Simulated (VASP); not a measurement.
# Ta (Im-3m) in VASP: a series of runs

The runs below take Ta through single point, with PBE.

Program: VASP 6.6.1. These are calculated values, not measurements. Logs are shortened: lines on timing, memory, paths and dates and some standing lists are left out, and cuts for length are marked.

**1. The cell of the first run**

It takes space group Im-3m (No. 229, cubic). Conventional cell: a = 3.327 Å, b = 3.327 Å, c = 3.327 Å, α = 90.00°, β = 90.00°, γ = 90.00°. Within 3.8 Å of Ta (site symmetry m-3m) lie 14 Ta at 2.88 to 3.33 Å.

**2. Single point, PBE**

Input file INCAR:

```
PREC = Accurate ; ENCUT = 520
EDIFF = 1E-7 ; ISMEAR = -1
SIGMA = 0.02 ; LREAL = F
LASPH = T ; NELM = 100
ALGO = Normal ; ISIF = 2
LWAVE = F ; LCHARG = F
GGA = PE ; NBANDS = 12
```

Input file KPOINTS:

```
Automatic mesh
0
Gamma
  10 10 10
```

Input file POSCAR:

```
Ta
1.0
   -1.6637198645      1.6637198645      1.6637198645
    1.6637198645     -1.6637198645      1.6637198645
    1.6637198645      1.6637198645     -1.6637198645
Ta
1
Direct
    0.0000000000      0.0000000000      0.0000000000
```

Potentials or basis: VASP PAW PBE potentials, release 64 (Ta_pv).

Launch:

```
> cat potpaw_PBE.64/Ta_pv/POTCAR > POTCAR
> mpirun -np 1 vasp_std > vasp.out
```

OUTCAR:

```text
PREC = Accurate
   ENCUT = 520
   EDIFF = 1E-7
   ISMEAR = -1
   LREAL = F
   LASPH = T
   NELM = 100
   ISIF = 2
   GGA = PE

 ion  position               nearest neighbor table
   1  0.000  0.000  0.000-

  LATTYP: Found a body centered cubic cell.
 ALAT       =     3.3274397290

  Lattice vectors:

 A1 = (  -1.6637198645,   1.6637198645,   1.6637198645)
 A2 = (   1.6637198645,  -1.6637198645,   1.6637198645)
 A3 = (   1.6637198645,   1.6637198645,  -1.6637198645)

Analysis of symmetry for initial positions (statically):
=====================================================================
 Subroutine PRICEL returns:
 Original cell was already a primitive cell.

 Routine SETGRP: Setting up the symmetry group for a
 body centered cubic supercell.

 Subroutine GETGRP returns: Found 48 space group operations
 (whereof 48 operations were pure point group operations)
 out of a pool of 48 trial point group operations.

The static configuration has the point symmetry O_h .

Analysis of symmetry for dynamics (positions and initial velocities):
=====================================================================
 Subroutine PRICEL returns:
 Original cell was already a primitive cell.

 Routine SETGRP: Setting up the symmetry group for a
 body centered cubic supercell.

 Subroutine GETGRP returns: Found 48 space group operations
 (whereof 48 operations were pure point group operations)
 out of a pool of 48 trial point group operations.

The dynamic configuration has the point symmetry O_h .

 Subroutine INISYM returns: Found 48 space group operations
 (whereof 48 operations are pure point group operations),
 and found     1 'primitive' translations

----------------------------------------------------------------------------------------

                                     Primitive cell

  volume of cell :      18.4205

  direct lattice vectors                    reciprocal lattice vectors
    -1.663719864  1.663719864  1.663719864     0.000000000  0.300531364  0.300531364
     1.663719864 -1.663719864  1.663719864     0.300531364  0.000000000  0.300531364
     1.663719864  1.663719864 -1.663719864     0.300531364  0.300531364  0.000000000

  length of vectors
     2.881647335  2.881647335  2.881647335     0.425015531  0.425015531  0.425015531

  position of ions in fractional coordinates (direct lattice)
     0.000000000  0.000000000  0.000000000

  ion indices of the primitive-cell ions
   primitive index   ion index
                 1           1

----------------------------------------------------------------------------------------

 KPOINTS: Automatic mesh

Automatic generation of k-mesh.
 Grid dimensions read from file:
 generate k-points for:   10   10   10

 Generating k-lattice:

  Cartesian coordinates                     Fractional coordinates (reciprocal lattice)
     0.000000000  0.030053136  0.030053136     0.100000000  0.000000000  0.000000000
     0.030053136  0.000000000  0.030053136     0.000000000  0.100000000  0.000000000
     0.030053136  0.030053136  0.000000000     0.000000000  0.000000000  0.100000000

  Length of vectors
     0.042501553  0.042501553  0.042501553

  Shift w.r.t. Gamma in fractional coordinates (k-lattice)
     0.000000000  0.000000000  0.000000000

 Subroutine IBZKPT returns following result:
 ===========================================

 Found     47 irreducible k-points:

 Following reciprocal coordinates:
            Coordinates               Weight
  0.000000  0.000000  0.000000      1.000000
  0.100000  0.000000  0.000000     12.000000
  0.200000  0.000000  0.000000     12.000000
  0.300000  0.000000  0.000000     12.000000
  0.400000  0.000000  0.000000     12.000000
  0.500000  0.000000  0.000000      6.000000
[... 16 lines left out ...]
  0.300000  0.300000  0.100000      8.000000
 -0.300000  0.300000  0.100000     24.000000
 [... further k-points ...]
   k-points           NKPTS =     47   k-points in BZ     NKDIM =     47   number of bands    NBANDS=     12
   number of dos      NEDOS =    301   number of ions     NIONS =      1
   total plane-waves  NPLWV =  13824
   dimension x,y,z NGX =    24 NGY =   24 NGZ =   24
   dimension x,y,z NGXF=    48 NGYF=   48 NGZF=   48
   ions per type =               1
   NGX,Y,Z   is equivalent  to a cutoff of  13.85, 13.85, 13.85 a.u.
   NGXF,Y,Z  is equivalent  to a cutoff of  27.69, 27.69, 27.69 a.u.
 SYSTEM =  unknown system
   PREC   = accura    normal or accurate (medium, high low for compatibility)
   ISTART =      0    job   : 0-new  1-cont  2-samecut
   ICHARG =      2    charge: 1-file 2-atom 10-const
   ISPIN  =      1    spin polarized calculation?
   LNONCOLLINEAR =      F non collinear calculations
   LSORBIT =      F    spin-orbit coupling
   LASPH  =      T    aspherical Exc in radial PAW
   ENCUT  =  520.0 eV  38.22 Ry    6.18 a.u.   5.36  5.36  5.36*2*pi/ulx,y,z
   NELM   =    100;   NELMIN=  2; NELMDL= -5     # of ELM steps
   EDIFF  = 0.1E-06   stopping-criterion for ELM
   LREAL  =      F    real-space projection
   EDIFFG = 0.1E-05   stopping-criterion for IOM
   NSW    =      0    number of steps for IOM
   IBRION =     -1    ionic relax: 0-MD 1-quasi-New 2-CG
   NFREE  =      0    steps in history (QN), initial steepest desc. (CG)
   ISIF   =      2    stress and relaxation
   ISYM   =      2    0-nonsym 1-usesym 2-fastsym
   POTIM  = 0.5000    time-step for ionic-motion
   TEBEG  =    0.0;   TEEND  =   0.0 temperature during run
   PSTRESS=    0.0 pullay stress
   NELECT =      11.0000    total number of electrons
   NUPDOWN=      -1.0000    fix difference up-down
   EMIN   =  10.00;   EMAX   =-10.00  energy-range for DOS
   EFERMI =   0.00;   METHOD = LEGACY
   ISMEAR =    -1;   SIGMA  =   0.02  broadening in eV -4-tet -1-fermi 0-gaus
   EFERMI_NEDOS =   21; number of points for ismear=-14 and -15
   IALGO  =     38    algorithm
   IMIX   =      4    mixing-type and parameters
     AMIX     =   0.40;   BMIX     =  1.00
     AMIX_MAG =   1.60;   BMIX_MAG =  1.00
  volume/ion in A,a.u.               =      18.42       124.31
  Fermi-wavevector in a.u.,A,eV,Ry     =   1.378602  2.605180 25.858459  1.900543
  Thomas-Fermi vector in A             =   2.503648
   LORBIT       =      0    0 simple, 1 ext, 2 COOP (PROOUT), +10 PAW based schemes
   GGA     = PE    functional components
   LHFCALC =     F    Hartree Fock is set to
   AEXX    =    0.0000 exact exchange contribution
   IVDW    =     0    specifies the selected vdW correction
   LEPSILON=     F    determine dielectric tensor
   LRPA    =     F    only Hartree local field effects (RPA)
 non-spin polarized calculation
  energy-cutoff  :      520.00
  volume of cell :       18.42
 maximum number of plane-waves:       531
 NGX is ok and might be reduce to    24
   NGX = 11   NGY = 11   NGZ = 11

 number of electron      11.0000000 magnetization

 Free energy of the ion-electron system (eV)
  ---------------------------------------------------
  ext. energy  EPLUGINS =         0.00000000
  ---------------------------------------------------
  free energy    TOTEN  =       -11.81525019 eV

  energy without entropy =      -11.81434245  energy(sigma->0) =      -11.81479632

 E-fermi :   5.3171     XC(G=0): -12.5101

 val. band max:        5.3133433734   @ k =   0.4000   0.2000   0.0000
 cond. band min:       5.3995827033   @ k =   0.1000   0.1000   0.0000
 fundamental gap:      0.0862393298
 Fermi energy:         5.3170885710

 k-point     1 :       0.0000    0.0000    0.0000
  band No.  band energies     occupation
      1     -27.8951      2.00000
      2     -27.8951      2.00000
      3     -27.8951      2.00000
      4      -2.5227      2.00000
      5       6.0187      0.00000
      6       6.0187      0.00000
      7       6.0187      0.00000
      8       9.2156      0.00000
      9       9.2156      0.00000
     10      19.8711      0.00000
     11      20.2153      0.00000
     12      20.2153      0.00000

 k-point     2 :       0.1000    0.0000    0.0000
  band No.  band energies     occupation
      1     -28.0070      2.00000
      2     -27.9299      2.00000
      3     -27.8957      2.00000
      4      -2.0948      2.00000
      5       5.7487      0.00000
      6       5.9212      0.00000
      7       6.4416      0.00000
      8       8.8321      0.00000
      9       9.2211      0.00000
     10      19.8709      0.00000
     11      20.5709      0.00000
     12      20.9668      0.00000

 k-point     3 :       0.2000    0.0000    0.0000
  band No.  band energies     occupation
      1     -28.2911      2.00000
      2     -28.0198      2.00000
      3     -27.8971      2.00000
      4      -0.9599      2.00000
      5       5.1194      1.99990
      6       5.4718      0.00088
      7       7.6671      0.00000
      8       8.5381      0.00000
      9       9.2987      0.00000
     10      19.8694      0.00000
     11      20.8347      0.00000
     12      22.4689      0.00000
[... 286 lines left out ...]
 k-point    23 :       0.3000    0.3000    0.1000
  band No.  band energies     occupation
      1     -28.5886      2.00000
      2     -28.5886      2.00000
      3     -28.1298      2.00000
      4       3.0864      2.00000
      5       4.3757      2.00000
      6       4.3757      2.00000
      7      10.0217      0.00000
      8      10.0217      0.00000
      9      13.0228      0.00000
     10      17.0920      0.00000
     11      17.0920      0.00000
     12      19.8747      0.00000

 k-point    24 :      -0.3000    0.3000    0.1000
  band No.  band energies     occupation
      1     -28.6108      2.00000
      2     -28.1674      2.00000
      3     -27.9814      2.00000
      4       0.7177      2.00000
      5       4.8545      2.00000
      6       4.9377      2.00000
      7       7.8118      0.00000
      8       9.4004      0.00000
      9      10.1319      0.00000
     10      19.1083      0.00000
     11      19.8785      0.00000
     12      21.6674      0.00000

 [... further k-points ...]

------------------------ aborting loop because EDIFF is reached ----------------------------------------

  FORCE on cell =-STRESS in cart. coord.  units (eV):
  Direction    XX          YY          ZZ          XY          YZ          ZX
  --------------------------------------------------------------------------------------
  -------------------------------------------------------------------------------------
  Total        0.0122263      0.0122263      0.0122263      0.0000000     -0.0000000      0.0000000
  in kB        1.0634242      1.0634242      1.0634242      0.0000000     -0.0000000      0.0000000
  external PRESSURE =       1.0634242 kB  Pullay stress =       0.0000000 kB

 VOLUME and BASIS-vectors are now :
 -----------------------------------------------------------------------------
  energy-cutoff  :      520.00
  volume of cell :       18.42
      direct lattice vectors                 reciprocal lattice vectors
    -1.663719864  1.663719864  1.663719864     0.000000000  0.300531364  0.300531364
     1.663719864 -1.663719864  1.663719864     0.300531364  0.000000000  0.300531364
     1.663719864  1.663719864 -1.663719864     0.300531364  0.300531364  0.000000000

 POSITION                                       TOTAL-FORCE (eV/Angst)
 -----------------------------------------------------------------------------------
      0.00000      0.00000      0.00000        -0.000000     -0.000000     -0.000000
 -----------------------------------------------------------------------------------
    total drift:                               -0.000000      0.000000     -0.000000

  FREE ENERGIE OF THE ION-ELECTRON SYSTEM (eV)
  ---------------------------------------------------
  free  energy   TOTEN  =       -11.8152501868 eV

  energy  without entropy=      -11.8143424480  energy(sigma->0) =      -11.81479632
```

Wall time 12 s (1 thread of Intel Xeon 8259CL, shared host); peak memory 0.14 GiB.

What came out:

* Free energy: -11.8153 eV
* Pressure: 0.1 GPa

Levels at points of the mesh, in eV from the Fermi level:
| k point | band 1 | band 2 | band 3 | band 4 | band 5 | band 6 | band 7 | band 8 | band 9 | band 10 |
| --- | --- | --- | --- | --- | --- | --- | --- | --- | --- | --- |
| (0.00, 0.00, 0.00) | -33.21 | -33.21 | -33.21 | -7.84 | 0.70 | 0.70 | 0.70 | 3.90 | 3.90 | 14.55 |
| (0.50, 0.00, 0.00) | -34.30 | -33.57 | -33.22 | -4.30 | -1.50 | 1.48 | 3.76 | 4.76 | 7.54 | 11.34 |
| (0.50, 0.50, 0.50) | -33.97 | -33.97 | -33.97 | -3.69 | -3.69 | 6.61 | 6.61 | 6.61 | 8.44 | 8.44 |

Caveat: spin-orbit coupling is left out, which moves the levels of the heavy elements.

**3. Single point, PBE**

This run uses another cell than the first one, of 18.15 Å³/atom, 0.985 times its volume.

Input file INCAR:

```
SYSTEM = Ta
PREC = Accurate
ENCUT = 520
EDIFF = 1E-7
ISMEAR = -1
SIGMA = 0.02
LREAL = .FALSE.
LASPH = .TRUE.
NELM = 60
ALGO = Normal
ISIF = 2
LWAVE = .FALSE.
LCHARG = .TRUE.
GGA = PE
LELF = .TRUE.
LVHAR = .TRUE.
NBANDS = 12
```

Input file KPOINTS:

```
Automatic mesh
0
G
  10 10 10
  0 0 0
```

Input file POSCAR:

```
Ta
1.0
   -1.6555579557      1.6555579557      1.6555579557
    1.6555579557     -1.6555579557      1.6555579557
    1.6555579557      1.6555579557     -1.6555579557
Ta
1
Direct
    0.0000000000      0.0000000000      0.0000000000
```

Potentials or basis: VASP PAW PBE potentials, release 64 (Ta_pv).

Launch:

```
> cat potpaw_PBE.64/Ta_pv/POTCAR > POTCAR
> mpirun -np 1 vasp_std > vasp.out
```

OUTCAR:

```text
SYSTEM = Ta
   PREC = Accurate
   ENCUT = 520
   EDIFF = 1E-7
   ISMEAR = -1
   LREAL = .FALSE.
   LASPH = .TRUE.
   NELM = 60
   ISIF = 2
   GGA = PE

 ion  position               nearest neighbor table
   1  0.000  0.000  0.000-

  LATTYP: Found a body centered cubic cell.
 ALAT       =     3.3111159114

  Lattice vectors:

 A1 = (  -1.6555579557,   1.6555579557,   1.6555579557)
 A2 = (   1.6555579557,  -1.6555579557,   1.6555579557)
 A3 = (   1.6555579557,   1.6555579557,  -1.6555579557)

Analysis of symmetry for initial positions (statically):
=====================================================================
 Subroutine PRICEL returns:
 Original cell was already a primitive cell.

 Routine SETGRP: Setting up the symmetry group for a
 body centered cubic supercell.

 Subroutine GETGRP returns: Found 48 space group operations
 (whereof 48 operations were pure point group operations)
 out of a pool of 48 trial point group operations.

The static configuration has the point symmetry O_h .

Analysis of symmetry for dynamics (positions and initial velocities):
[... 165 lines left out ...]
  band No.  band energies     occupation
      1     -27.7193      2.00000
      2     -27.7193      2.00000
      3     -27.7193      2.00000
      4      -2.4615      2.00000
      5       6.1374      0.00000
      6       6.1374      0.00000
      7       6.1374      0.00000
      8       9.3865      0.00000
      9       9.3865      0.00000
     10      20.0391      0.00000
     11      20.4033      0.00000
     12      20.4033      0.00000
[... 331 lines left out ...]
 k-point    24 :      -0.3000    0.3000    0.1000
  band No.  band energies     occupation
      1     -28.4715      2.00000
      2     -28.0046      2.00000
      3     -27.8102      2.00000
      4       0.8124      2.00000
      5       4.9500      2.00000
      6       5.0435      2.00000
      7       7.9592      0.00000
      8       9.5847      0.00000
      9      10.3319      0.00000
     10      19.3666      0.00000
     11      20.0475      0.00000
     12      21.9922      0.00000

 [... further k-points ...]

------------------------ aborting loop because EDIFF is reached ----------------------------------------

  FORCE on cell =-STRESS in cart. coord.  units (eV):
  Direction    XX          YY          ZZ          XY          YZ          ZX
  --------------------------------------------------------------------------------------
  -------------------------------------------------------------------------------------
  Total        0.3683772      0.3683772      0.3683772      0.0000000     -0.0000000      0.0000000
  in kB       32.5169762     32.5169762     32.5169762      0.0000000     -0.0000000      0.0000000
  external PRESSURE =      32.5169762 kB  Pullay stress =       0.0000000 kB

 VOLUME and BASIS-vectors are now :
 -----------------------------------------------------------------------------
  energy-cutoff  :      520.00
  volume of cell :       18.15
      direct lattice vectors                 reciprocal lattice vectors
    -1.655557956  1.655557956  1.655557956     0.000000000  0.302012985  0.302012985
     1.655557956 -1.655557956  1.655557956     0.302012985  0.000000000  0.302012985
     1.655557956  1.655557956 -1.655557956     0.302012985  0.302012985  0.000000000

 POSITION                                       TOTAL-FORCE (eV/Angst)
 -----------------------------------------------------------------------------------
      0.00000      0.00000      0.00000        -0.000000      0.000000      0.000000
 -----------------------------------------------------------------------------------
    total drift:                                0.000000      0.000000     -0.000000

  FREE ENERGIE OF THE ION-ELECTRON SYSTEM (eV)
  ---------------------------------------------------
  free  energy   TOTEN  =       -11.8123653012 eV

  energy  without entropy=      -11.8112367854  energy(sigma->0) =      -11.81180104
```

stdout:

```text
POSCAR found type information on POSCAR Ta
 POSCAR found :  1 types and       1 ions
 scaLAPACK will be used
 LDA part: xc-table for (Slater+PW92), standard interpolation
 POSCAR, INCAR and KPOINTS ok, starting setup
 FFT: planning ... GRIDC
 FFT: planning ... GRID_SOFT
 FFT: planning ... GRID
 WAVECAR not read
 entering main loop
```

Run time: 13 s. Hardware: 1 thread of Intel Xeon 8259CL, shared host; peak memory 0.14 GiB.

What came out:

```yaml
Free_energy: -11.8124 eV
Pressure: 3.3 GPa
```

Levels at points of the mesh, in eV from the Fermi level:
| k point | band 1 | band 2 | band 3 | band 4 | band 5 | band 6 | band 7 | band 8 | band 9 | band 10 |
| --- | --- | --- | --- | --- | --- | --- | --- | --- | --- | --- |
| (0.00, 0.00, 0.00) | -33.17 | -33.17 | -33.17 | -7.91 | 0.69 | 0.69 | 0.69 | 3.93 | 3.93 | 14.59 |
| (0.50, 0.00, 0.00) | -34.31 | -33.54 | -33.18 | -4.38 | -1.56 | 1.52 | 3.81 | 4.82 | 7.66 | 11.56 |
| (0.50, 0.50, 0.50) | -33.97 | -33.97 | -33.97 | -3.79 | -3.79 | 6.72 | 6.72 | 6.72 | 8.55 | 8.55 |

Caveat: spin-orbit coupling is left out, which moves the levels of the heavy elements.
